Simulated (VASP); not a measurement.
A run of VASP 6.6.1 is set up as follows.

The input INCAR:

```
ALGO = Normal ; EDIFF = 1E-6
ENCUT = 520 ; GGA = PS
ISIF = 2 ; ISMEAR = -1
LASPH = True ; LCHARG = False
LREAL = False ; LWAVE = False
NBANDS = 28 ; NELM = 60
PREC = Accurate ; SIGMA = 0.05
```

Contents of KPOINTS:

```
k-points
0
Gamma
  2 2 2
```

POSCAR

```
Cs3Hg
1.0
    6.7835370000      0.0000000000      0.0000000000
    0.0000000000      6.7835370000      0.0000000000
    0.0000000000      0.0000000000      6.7835370000
Cs Hg
3 1
Direct
    0.0000000000      0.5000000000      0.5000000000
    0.5000000000      0.0000000000      0.5000000000
    0.5000000000      0.5000000000      0.0000000000
    0.0000000000      0.0000000000      0.0000000000
```

Potentials or basis: VASP PAW PBE potentials, release 64 (Cs_sv, Hg).

Run with:

```sh
$ cat potpaw_PBE.64/Cs_sv/POTCAR potpaw_PBE.64/Hg/POTCAR > POTCAR
$ mpirun -np 1 vasp_std > vasp.out
```

Question: Predict the pressure.

Answer: -0.4 GPa.

Caveat: the k points lie up to 0.46 Å⁻¹ apart; the PAW data sets were made with another functional, which shifts forces and pressure a little.
